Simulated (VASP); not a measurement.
Wanted: the native input for a VASP 6.6.1 run.

| Property | Result |
| --- | --- |
| Task | single point |
| Functional | r2SCAN |
| Potentials or basis | VASP PAW PBE potentials, release 64 (Mo_sv) |
| Cutoff | 520 eV |
| k mesh | 14 × 14 × 14 |
| Occupations | methfessel-paxton, width 0.1 eV |
| Spin | no spin polarisation |
| Dipole correction | no |
| Further INCAR settings | ALGO = Normal; EDIFF = 1e-07; NBANDS = 13 |

Mo:

```
CELL_PARAMETERS angstrom
-1.57642 1.57642 1.57642
1.57642 -1.57642 1.57642
1.57642 1.57642 -1.57642
ATOMIC_POSITIONS crystal
Mo 0.00000 0.00000 0.00000
```

The input as run:

POSCAR

```
Mo
1.0
   -1.5764210372      1.5764210372      1.5764210372
    1.5764210372     -1.5764210372      1.5764210372
    1.5764210372      1.5764210372     -1.5764210372
Mo
1
Direct
    0.0000000000      0.0000000000      0.0000000000
```

INCAR.step1

```
SYSTEM = Mo
ALGO = Normal ; EDIFF = 1E-4
ENCUT = 520 ; GGA = PE
ISMEAR = 1 ; LASPH = .True.
LCHARG = .False. ; LREAL = .False.
LWAVE = .True. ; NBANDS = 13
NELM = 100 ; PREC = Accurate
SIGMA = 0.1
```

INCAR.step2

```
SYSTEM = Mo
ALGO = Normal ; EDIFF = 1E-7
ENCUT = 520 ; ISIF = 2
ISMEAR = 1 ; ISTART = 1
LASPH = .True. ; LCHARG = .True.
LELF = .True. ; LMIXTAU = .True.
LREAL = .False. ; LVHAR = .True.
LWAVE = .False. ; METAGGA = R2SCAN
NBANDS = 13 ; NELM = 100
PREC = Accurate ; SIGMA = 0.1
```

KPOINTS

```
k-points
0
Gamma
  14 14 14
  0 0 0
```

Potentials or basis: VASP PAW PBE potentials, release 64 (Mo_sv).

Command:

```bash
$ cat potpaw_PBE.64/Mo_sv/POTCAR > POTCAR
$ cp INCAR.step1 INCAR
$ mpirun -np 1 vasp_std > vasp.out
$ cp INCAR.step2 INCAR
$ mpirun -np 1 vasp_std > vasp.out
```

It gave:

The pressure is 1.3 GPa and the band gap on the k mesh is zero (band 7 reaches 16.62 eV, above the bottom of band 8 at 11.08 eV).

Caveat: the PAW data sets were made with another functional, which shifts forces and pressure a little.

Run time: 2.7 min on 1 thread of AMD EPYC 7R13, on a shared host, peak memory 0.11 GiB.
